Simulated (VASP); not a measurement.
Wanted: the native input for a VASP 6.6.1 run.

```yaml
Task: single point
Functional: r2SCAN
Potentials_or_basis: VASP PAW PBE potentials, release 64 (Al, N, In_d)
Cutoff: 520 eV
k_mesh: 8 × 8 × 8
Occupations: gaussian, width 0.01 eV
Spin: no spin polarisation
Dipole_correction: no
Further_INCAR_settings: ALGO = Normal; EDIFF = 1e-07; NBANDS = 26
```

Al2InN3:

```
Al N In
1.0
    -1.63727    4.95293    2.33453
     1.63727   -4.95293    2.33453
     1.63727    4.95293   -2.33453
Al N In
2 3 1
Direct
  0.67161 0.00122 0.67039
  0.33083 0.00122 0.32961
  0.45734 0.27418 0.18316
  0.09102 0.27418 0.81684
  0.69606 0.19606 0.50000
  0.00315 0.00315 0.00000
```

The input as run:

POSCAR

```
Al2InN3
1.0
   -1.6372727658      4.9529322152      2.3345300839
    1.6372727658     -4.9529322152      2.3345300839
    1.6372727658      4.9529322152     -2.3345300839
Al N In
2 3 1
Direct
    0.6716143814      1.0012197469      0.6703946345
    0.3308251124      0.0012197469      0.3296053655
    0.4573393943      0.2741785399      0.1831608544
    0.0910176855      0.2741785399      0.8168391456
    0.6960563204      0.1960563204      0.5000000000
    0.0031471060      0.0031471060      0.0000000000
```

INCAR.step1

```
PREC     = Accurate       # precision mode
ENCUT    = 520            # plane-wave cutoff, eV
ISMEAR   = 0              # smearing method
SIGMA    = 0.01           # smearing width, eV
LREAL    = F              # projectors in reciprocal space
LASPH    = T              # aspherical terms in the spheres
NELM     = 100            # most SCF steps
NBANDS   = 26             # bands
GGA      = PE             # functional
ALGO     = Normal         # electronic algorithm
EDIFF    = 1E-4           # SCF threshold, eV
LWAVE    = T              # write WAVECAR
LCHARG   = F              # write CHGCAR
```

INCAR.step2

```
PREC     = Accurate       # precision mode
ENCUT    = 520            # plane-wave cutoff, eV
EDIFF    = 1E-7           # SCF threshold, eV
ISMEAR   = 0              # smearing method
SIGMA    = 0.01           # smearing width, eV
LREAL    = F              # projectors in reciprocal space
LASPH    = T              # aspherical terms in the spheres
NELM     = 100            # most SCF steps
ALGO     = Normal         # electronic algorithm
ISIF     = 2              # what is computed and relaxed
LWAVE    = F              # write WAVECAR
LCHARG   = F              # write CHGCAR
METAGGA  = R2SCAN         # meta-GGA
LMIXTAU  = T            
NBANDS   = 26             # bands
ISTART   = 1
```

KPOINTS

```
Automatic mesh
0
Gamma
  8 8 8
```

Potentials or basis: VASP PAW PBE potentials, release 64 (Al, N, In_d).

Run with:

```sh
$ cat potpaw_PBE.64/Al/POTCAR potpaw_PBE.64/N/POTCAR potpaw_PBE.64/In_d/POTCAR > POTCAR
$ cp INCAR.step1 INCAR
$ mpirun -np 1 vasp_std > vasp.out
$ cp INCAR.step2 INCAR
$ mpirun -np 1 vasp_std > vasp.out
```

It gave:

- Pressure: -9.7 GPa
- Largest force: 0.127 eV/Å
- Band gap on the k mesh: 1.90 eV (least direct gap 1.97 eV)

Caveat: the cell stands under tension; the PAW data sets were made with another functional, which shifts forces and pressure a little; spin-orbit coupling is left out, which moves the levels of the heavy elements.

It took 14 min on 1 thread of Intel(R) Xeon(R) 6975P-C (Granite Rapids), on a shared host, peak memory 0.47 GiB.
